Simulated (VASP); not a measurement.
The system is SnSe2.

```
CELL_PARAMETERS angstrom
3.81100 0.00000 0.00000
-1.90550 3.30042 0.00000
0.00000 0.00000 6.13600
ATOMIC_POSITIONS crystal
Sn 0.00000 0.00000 0.00000
Se 0.33333 0.66667 0.24900
Se 0.66667 0.33333 0.75100
```

```yaml
Program: VASP 6.6.1
Task: relaxation of cell and atoms
Functional: RPBE
Potentials_or_basis: VASP PAW PBE potentials, release 64 (Sn_d, Se)
Cutoff: 600 eV
k_mesh: 12 × 12 × 4
Occupations: gaussian, width 0.01 eV
Spin: no spin polarisation
```

At the start: pressure 7.5 GPa; volume 25.73 Å³/atom.

Task: Where does the relaxation end?

Result: Over 27 steps the energy falls by 93.9 meV/atom and the volume is 35.19 Å³/atom (+36.8 %); space group P-3m1 (No. 164, to 0.1 Å) before and after.

The path:
| step | energy change (eV) | largest force (eV/Å) | pressure (GPa) | volume (Å³) |
| --- | --- | --- | --- | --- |
| 1 | 0.0000 | 0.8510 | 7.45 | 77.18 |
| 2 | -0.0901 | 0.8454 | -3.44 | 91.33 |
| 3 | -0.1819 | 0.2425 | 0.14 | 84.88 |
| 4 | -0.1819 | 0.2242 | 0.27 | 84.72 |
| 5 | -0.1880 | 0.2078 | 0.23 | 85.21 |
| 6 | -0.2045 | 0.1543 | 0.16 | 86.69 |
| 7 | -0.2292 | 0.0366 | 0.15 | 89.67 |
| 8 | -0.2483 | 0.2442 | 0.46 | 95.69 |
| 9 | -0.2553 | 0.1784 | 0.22 | 96.63 |
| 10 | -0.2679 | 0.0102 | -0.40 | 99.45 |
| 11 | -0.2613 | 0.3586 | -1.40 | 105.07 |
| 12 | -0.2704 | 0.1065 | -0.69 | 101.15 |
| 13 | -0.2756 | 0.0953 | -0.37 | 101.13 |
| 14 | -0.2777 | 0.0829 | -0.05 | 101.09 |
| 15 | -0.2777 | 0.0811 | 0.00 | 101.09 |
| 16 | -0.2782 | 0.0462 | 0.08 | 101.08 |
| 17 | -0.2784 | 0.0099 | 0.18 | 101.08 |
| 18 | -0.2788 | 0.0176 | 0.05 | 101.52 |
| 19 | -0.2789 | 0.0223 | -0.02 | 101.80 |
| 20 | -0.2791 | 0.0204 | -0.02 | 101.93 |
| 21 | -0.2795 | 0.0142 | -0.03 | 102.34 |
| 22 | -0.2801 | 0.0011 | -0.02 | 103.14 |
| 23 | -0.2809 | 0.0272 | -0.01 | 104.75 |
| 24 | -0.2812 | 0.0152 | -0.01 | 104.94 |
| 25 | -0.2817 | 0.0205 | -0.01 | 105.49 |
| 26 | -0.2817 | 0.0226 | -0.02 | 105.52 |
| 27 | -0.2817 | 0.0134 | 0.03 | 105.57 |

Final structure:
```
Sn Se
1.0
     3.91073    0.00000    0.00000
    -1.95536    3.38679    0.00000
     0.00000    0.00000    7.97050
Sn Se
1 2
Direct
  0.00000 0.00000 0.00000
  0.33333 0.66667 0.20074
  0.66667 0.33333 0.79926
```

Caveat: the volume moved by over 15 % at a fixed basis, so the end points are rough; the PAW data sets were made with another functional, which shifts forces and pressure a little; this functional lacks dispersion, which binds layers or chains, so the pressure and a relaxed spacing across them are unreliable.
